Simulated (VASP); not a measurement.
# InP (F-43m) in VASP: further runs

Runs on InP. Level: PBE. Tasks: single point.

Everything below comes from runs of VASP 6.6.1. Logs are shortened: lines on timing, memory, paths and dates and some standing lists are left out, and cuts for length are marked.

### 1 The cell of the first run

It takes space group F-43m (No. 216, cubic). Conventional cell: a = 5.904 Å, b = 5.904 Å, c = 5.904 Å, α = 90.00°, β = 90.00°, γ = 90.00°. In (site symmetry -43m) has 4 P at 2.56 Å within 3.4 Å. P (site symmetry -43m) has 4 In at 2.56 Å within 3.4 Å.

### 2 Single point, PBE

The input, INCAR:

```
PREC = Accurate
ENCUT = 500
EDIFF = 1E-6
ISMEAR = 0
SIGMA = 0.1
LREAL = F
LASPH = T
NELM = 120
ALGO = Normal
ISIF = 2
LWAVE = F
LCHARG = T
GGA = PE
LELF = T
LVHAR = T
NBANDS = 16
GGA_COMPAT = F
```

The input, KPOINTS:

```
regular mesh
0
Gamma
  4 4 4
```

The input, POSCAR:

```
InP
1.0
    0.0000000000      2.9519763857      2.9519763857
    2.9519763857      0.0000000000      2.9519763857
    2.9519763857      2.9519763857      0.0000000000
In P
1 1
Direct
    0.0000000000      0.0000000000      0.0000000000
    0.2500000000      0.2500000000      0.2500000000
```

Potentials or basis: VASP PAW PBE potentials, release 64 (In_d, P).

On the command line:

```
cat potpaw_PBE.64/In_d/POTCAR potpaw_PBE.64/P/POTCAR > POTCAR
mpirun -np 1 vasp_std > vasp.out
```

OUTCAR:

```text
PREC = Accurate
   ENCUT = 500
   EDIFF = 1E-6
   ISMEAR = 0
   LREAL = F
   LASPH = T
   NELM = 120
   ISIF = 2
   GGA = PE

 ion  position               nearest neighbor table
   1  0.000  0.000  0.000-   2 2.56   2 2.56   2 2.56   2 2.56
   2  0.250  0.250  0.250-   1 2.56   1 2.56   1 2.56   1 2.56

  LATTYP: Found a face centered cubic cell.
 ALAT       =     5.9039527714

  Lattice vectors:

 A1 = (   0.0000000000,   2.9519763857,   2.9519763857)
 A2 = (   2.9519763857,   0.0000000000,   2.9519763857)
 A3 = (   2.9519763857,   2.9519763857,   0.0000000000)

Analysis of symmetry for initial positions (statically):
=====================================================================
 Subroutine PRICEL returns:
 Original cell was already a primitive cell.

 Routine SETGRP: Setting up the symmetry group for a
 face centered cubic supercell.

 Subroutine GETGRP returns: Found 24 space group operations
 (whereof 24 operations were pure point group operations)
 out of a pool of 48 trial point group operations.

The static configuration has the point symmetry T_d .

Analysis of symmetry for dynamics (positions and initial velocities):
=====================================================================
 Subroutine PRICEL returns:
 Original cell was already a primitive cell.

 Routine SETGRP: Setting up the symmetry group for a
 face centered cubic supercell.

 Subroutine GETGRP returns: Found 24 space group operations
 (whereof 24 operations were pure point group operations)
 out of a pool of 48 trial point group operations.

The dynamic configuration has the point symmetry T_d .

 Subroutine INISYM returns: Found 24 space group operations
 (whereof 24 operations are pure point group operations),
 and found     1 'primitive' translations

----------------------------------------------------------------------------------------

                                     Primitive cell

  volume of cell :      51.4480

  direct lattice vectors                    reciprocal lattice vectors
     0.000000000  2.951976386  2.951976386    -0.169378049  0.169378049  0.169378049
     2.951976386  0.000000000  2.951976386     0.169378049 -0.169378049  0.169378049
     2.951976386  2.951976386  0.000000000     0.169378049  0.169378049 -0.169378049

  length of vectors
     4.174725040  4.174725040  4.174725040     0.293371386  0.293371386  0.293371386

  position of ions in fractional coordinates (direct lattice)
     0.000000000  0.000000000  0.000000000
     0.250000000  0.250000000  0.250000000

  ion indices of the primitive-cell ions
   primitive index   ion index
                 1           1
                 2           2

----------------------------------------------------------------------------------------

 KPOINTS: regular mesh

Automatic generation of k-mesh.
 Grid dimensions read from file:
 generate k-points for:    4    4    4

 Generating k-lattice:

  Cartesian coordinates                     Fractional coordinates (reciprocal lattice)
    -0.042344512  0.042344512  0.042344512     0.250000000  0.000000000  0.000000000
     0.042344512 -0.042344512  0.042344512     0.000000000  0.250000000  0.000000000
     0.042344512  0.042344512 -0.042344512     0.000000000  0.000000000  0.250000000

  Length of vectors
     0.073342847  0.073342847  0.073342847

  Shift w.r.t. Gamma in fractional coordinates (k-lattice)
     0.000000000  0.000000000  0.000000000

 Subroutine IBZKPT returns following result:
 ===========================================

 Found      8 irreducible k-points:

 Following reciprocal coordinates:
            Coordinates               Weight
  0.000000  0.000000  0.000000      1.000000
  0.250000  0.000000  0.000000      8.000000
  0.500000  0.000000  0.000000      4.000000
  0.250000  0.250000  0.000000      6.000000
  0.500000  0.250000  0.000000     24.000000
 -0.250000  0.250000  0.000000     12.000000
  0.500000  0.500000  0.000000      3.000000
 -0.250000  0.500000  0.250000      6.000000
   k-points           NKPTS =      8   k-points in BZ     NKDIM =      8   number of bands    NBANDS=     16
   number of dos      NEDOS =    301   number of ions     NIONS =      2
   total plane-waves  NPLWV =  27000
   dimension x,y,z NGX =    30 NGY =   30 NGZ =   30
   dimension x,y,z NGXF=    60 NGYF=   60 NGZF=   60
   ions per type =               1   1
   NGX,Y,Z   is equivalent  to a cutoff of  11.95, 11.95, 11.95 a.u.
   NGXF,Y,Z  is equivalent  to a cutoff of  23.89, 23.89, 23.89 a.u.
 SYSTEM =  unknown system
   PREC   = accura    normal or accurate (medium, high low for compatibility)
   ISTART =      0    job   : 0-new  1-cont  2-samecut
   ICHARG =      2    charge: 1-file 2-atom 10-const
   ISPIN  =      1    spin polarized calculation?
   LNONCOLLINEAR =      F non collinear calculations
   LSORBIT =      F    spin-orbit coupling
   LASPH  =      T    aspherical Exc in radial PAW
   ENCUT  =  500.0 eV  36.75 Ry    6.06 a.u.   7.61  7.61  7.61*2*pi/ulx,y,z
   NELM   =    120;   NELMIN=  2; NELMDL= -5     # of ELM steps
   EDIFF  = 0.1E-05   stopping-criterion for ELM
   LREAL  =      F    real-space projection
   EDIFFG = 0.1E-04   stopping-criterion for IOM
   NSW    =      0    number of steps for IOM
   IBRION =     -1    ionic relax: 0-MD 1-quasi-New 2-CG
   NFREE  =      0    steps in history (QN), initial steepest desc. (CG)
   ISIF   =      2    stress and relaxation
   ISYM   =      2    0-nonsym 1-usesym 2-fastsym
   POTIM  = 0.5000    time-step for ionic-motion
   TEBEG  =    0.0;   TEEND  =   0.0 temperature during run
   PSTRESS=    0.0 pullay stress
   NELECT =      18.0000    total number of electrons
   NUPDOWN=      -1.0000    fix difference up-down
   EMIN   =  10.00;   EMAX   =-10.00  energy-range for DOS
   EFERMI =   0.00;   METHOD = LEGACY
   ISMEAR =     0;   SIGMA  =   0.10  broadening in eV -4-tet -1-fermi 0-gaus
   EFERMI_NEDOS =   21; number of points for ismear=-14 and -15
   IALGO  =     38    algorithm
   IMIX   =      4    mixing-type and parameters
     AMIX     =   0.40;   BMIX     =  1.00
     AMIX_MAG =   1.60;   BMIX_MAG =  1.00
  volume/ion in A,a.u.               =      25.72       173.59
  Fermi-wavevector in a.u.,A,eV,Ry     =   1.153567  2.179925 18.105499  1.330717
  Thomas-Fermi vector in A             =   2.290210
   LORBIT       =      0    0 simple, 1 ext, 2 COOP (PROOUT), +10 PAW based schemes
   GGA     = PE    functional components
   LHFCALC =     F    Hartree Fock is set to
   AEXX    =    0.0000 exact exchange contribution
   IVDW    =     0    specifies the selected vdW correction
   LEPSILON=     F    determine dielectric tensor
   LRPA    =     F    only Hartree local field effects (RPA)
 non-spin polarized calculation
 Gauss-broadening in eV      SIGMA  =   0.10
  energy-cutoff  :      500.00
  volume of cell :       51.45
 maximum number of plane-waves:      1323
   NGX = 15   NGY = 15   NGZ = 15

 number of electron      17.9999997 magnetization

 Free energy of the ion-electron system (eV)
  ---------------------------------------------------
  ext. energy  EPLUGINS =         0.00000000
  ---------------------------------------------------
  free energy    TOTEN  =        -8.29098255 eV

  energy without entropy =       -8.29098184  energy(sigma->0) =       -8.29098219

 E-fermi :   5.2947     XC(G=0):  -9.1663

 val. band max:        4.9965713944   @ k =   0.0000   0.0000   0.0000
 cond. band min:       5.5748692787   @ k =   0.0000   0.0000   0.0000
 fundamental gap:      0.5782978842
 Fermi energy:         5.2947306649

 k-point     1 :       0.0000    0.0000    0.0000
  band No.  band energies     occupation
      1      -9.1963      2.00000
      2      -9.1963      2.00000
      3      -9.1963      2.00000
      4      -9.0571      2.00000
      5      -9.0571      2.00000
      6      -6.3780      2.00000
      7       4.9966      1.99998
      8       4.9966      1.99998
      9       4.9966      1.99998
     10       5.5749      0.00007
     11       9.0571      0.00000
     12       9.0571      0.00000
     13       9.0571      0.00000
     14      13.4601      0.00000
     15      14.3869      0.00000
     16      14.3869      0.00000

 k-point     2 :       0.2500    0.0000    0.0000
  band No.  band energies     occupation
      1      -9.2515      2.00000
      2      -9.1748      2.00000
      3      -9.1748      2.00000
      4      -9.0546      2.00000
      5      -9.0546      2.00000
      6      -5.7248      2.00000
      7       1.5845      2.00000
      8       4.4549      2.00000
      9       4.4549      2.00000
     10       6.7099      0.00000
     11       9.7460      0.00000
     12       9.7460      0.00000
     13      10.2465      0.00000
     14      13.5405      0.00000
     15      13.5405      0.00000
     16      14.0690      0.00000

 k-point     3 :       0.5000    0.0000    0.0000
  band No.  band energies     occupation
      1      -9.3026      2.00000
      2      -9.1605      2.00000
      3      -9.1605      2.00000
      4      -9.0443      2.00000
      5      -9.0443      2.00000
      6      -4.7208      2.00000
      7      -0.6397      2.00000
      8       4.0513      2.00000
      9       4.0513      2.00000
     10       6.4234      0.00000
     11       9.7761      0.00000
     12       9.7761      0.00000
     13      12.0401      0.00000
     14      14.3702      0.00000
     15      15.5670      0.00000
     16      15.5670      0.00000

 k-point     4 :       0.2500    0.2500    0.0000
  band No.  band energies     occupation
      1      -9.2886      2.00000
      2      -9.1491      2.00000
      3      -9.1491      2.00000
      4      -9.0782      2.00000
      5      -9.0408      2.00000
      6      -5.5086      2.00000
      7       1.6648      2.00000
      8       3.6261      2.00000
      9       3.6261      2.00000
     10       7.4723      0.00000
     11       8.0540      0.00000
     12      11.3037      0.00000
     13      11.3037      0.00000
     14      11.8811      0.00000
     15      14.9285      0.00000
     16      16.9394      0.00000

 k-point     5 :       0.5000    0.2500    0.0000
  band No.  band energies     occupation
      1      -9.3248      2.00000
      2      -9.1392      2.00000
      3      -9.1277      2.00000
      4      -9.0751      2.00000
      5      -9.0373      2.00000
      6      -4.4675      2.00000
      7      -0.2608      2.00000
      8       2.3497      2.00000
      9       3.3042      2.00000
     10       7.5245      0.00000
     11       9.3125      0.00000
     12      11.1344      0.00000
     13      11.6020      0.00000
     14      14.3301      0.00000
     15      15.6958      0.00000
     16      16.8457      0.00000

 k-point     6 :      -0.2500    0.2500    0.0000
  band No.  band energies     occupation
      1      -9.2979      2.00000
      2      -9.1541      2.00000
      3      -9.1470      2.00000
      4      -9.0580      2.00000
      5      -9.0521      2.00000
      6      -4.8410      2.00000
      7       0.2781      2.00000
      8       2.2457      2.00000
      9       3.9985      2.00000
     10       7.9298      0.00000
     11      10.0095      0.00000
     12      10.5217      0.00000
     13      10.5823      0.00000
     14      13.0613      0.00000
     15      15.2630      0.00000
     16      16.7370      0.00000

 k-point     7 :       0.5000    0.5000    0.0000
  band No.  band energies     occupation
      1      -9.3651      2.00000
      2      -9.1035      2.00000
      3      -9.0998      2.00000
      4      -9.0998      2.00000
      5      -9.0246      2.00000
      6      -4.0870      2.00000
      7      -0.6839      2.00000
      8       2.7385      2.00000
      9       2.7385      2.00000
     10       6.7689      0.00000
     11       7.2446      0.00000
     12      14.0773      0.00000
     13      14.4270      0.00000
     14      14.4270      0.00000
     15      15.7281      0.00000
     16      16.7314      0.00000

 k-point     8 :      -0.2500    0.5000    0.2500
  band No.  band energies     occupation
      1      -9.3334      2.00000
      2      -9.1411      2.00000
      3      -9.1076      2.00000
      4      -9.0755      2.00000
      5      -9.0430      2.00000
      6      -4.0152      2.00000
      7      -0.5391      2.00000
      8       2.1236      2.00000
      9       2.1679      2.00000
     10       9.2699      0.00000
     11       9.2744      0.00000
     12      10.4845      0.00000
     13      11.1955      0.00000
     14      15.0028      0.00000
     15      16.2011      0.00000
     16      16.9154      0.00000

------------------------ aborting loop because EDIFF is reached ----------------------------------------

  FORCE on cell =-STRESS in cart. coord.  units (eV):
  Direction    XX          YY          ZZ          XY          YZ          ZX
  --------------------------------------------------------------------------------------
  -------------------------------------------------------------------------------------
  Total        0.6090954      0.6090954      0.6090954      0.0000000      0.0000000      0.0000000
  in kB       18.9682492     18.9682492     18.9682492      0.0000000      0.0000000      0.0000000
  external PRESSURE =      18.9682492 kB  Pullay stress =       0.0000000 kB

 VOLUME and BASIS-vectors are now :
 -----------------------------------------------------------------------------
  energy-cutoff  :      500.00
  volume of cell :       51.45
      direct lattice vectors                 reciprocal lattice vectors
     0.000000000  2.951976386  2.951976386    -0.169378049  0.169378049  0.169378049
     2.951976386  0.000000000  2.951976386     0.169378049 -0.169378049  0.169378049
     2.951976386  2.951976386  0.000000000     0.169378049  0.169378049 -0.169378049

 POSITION                                       TOTAL-FORCE (eV/Angst)
 -----------------------------------------------------------------------------------
      0.00000      0.00000      0.00000         0.000000      0.000000      0.000000
      1.47599      1.47599      1.47599        -0.000000     -0.000000     -0.000000
 -----------------------------------------------------------------------------------
    total drift:                                0.000000      0.000000     -0.000000

  FREE ENERGIE OF THE ION-ELECTRON SYSTEM (eV)
  ---------------------------------------------------
  free  energy   TOTEN  =        -8.2909825476 eV

  energy  without entropy=       -8.2909818388  energy(sigma->0) =       -8.29098219
```

Wall time 14 s (1 thread of Intel Xeon 8259CL, shared host); peak memory 0.16 GiB.

What came out:

```yaml
Free_energy: -8.2910 eV
Pressure: 1.9 GPa
Band_gap_on_the_k_mesh: 0.58 eV, direct
```

Caveat: the k points lie up to 0.46 Å⁻¹ apart; spin-orbit coupling is left out, which moves the levels of the heavy elements.

### 3 Single point, PBE

The input, INCAR:

```
ALGO = Normal ; EDIFF = 1E-6
ENCUT = 500 ; GGA = PE
GGA_COMPAT = F ; ISIF = 2
ISMEAR = 0 ; LASPH = T
LCHARG = T ; LELF = T
LREAL = F ; LVHAR = T
LWAVE = F ; NBANDS = 16
NELM = 120 ; PREC = Accurate
SIGMA = 0.01
```

The input, KPOINTS:

```
k-points
0
Gamma
  4 4 4
```

POSCAR is that of step 2.

Potentials or basis: VASP PAW PBE potentials, release 64 (In_d, P).

On the command line:

```
cat potpaw_PBE.64/In_d/POTCAR potpaw_PBE.64/P/POTCAR > POTCAR
mpirun -np 1 vasp_std > vasp.out
```

It took 14 s on 1 thread of Intel Xeon 8259CL, shared host; peak memory 0.16 GiB.

The run converged. Its results:

| Property | Result |
| --- | --- |
| Free energy | -8.2910 eV |
| Pressure | 1.9 GPa |
| Band gap on the k mesh | 0.58 eV, direct |

Levels at points of the mesh, in eV from the valence-band top:
| k point | band 5 | band 6 | band 7 | band 8 | band 9 | band 10 | band 11 | band 12 | band 13 | band 14 |
| --- | --- | --- | --- | --- | --- | --- | --- | --- | --- | --- |
| (0.00, 0.00, 0.00) | -14.05 | -11.37 | 0.00 | 0.00 | 0.00 | 0.58 | 4.06 | 4.06 | 4.06 | 8.46 |
| (0.50, 0.00, 0.00) | -14.04 | -9.72 | -5.64 | -0.95 | -0.95 | 1.43 | 4.78 | 4.78 | 7.04 | 9.37 |
| (0.50, 0.50, 0.00) | -14.02 | -9.08 | -5.68 | -2.26 | -2.26 | 1.77 | 2.25 | 9.08 | 9.43 | 9.43 |

Caveat: the k points lie up to 0.46 Å⁻¹ apart; spin-orbit coupling is left out, which moves the levels of the heavy elements.
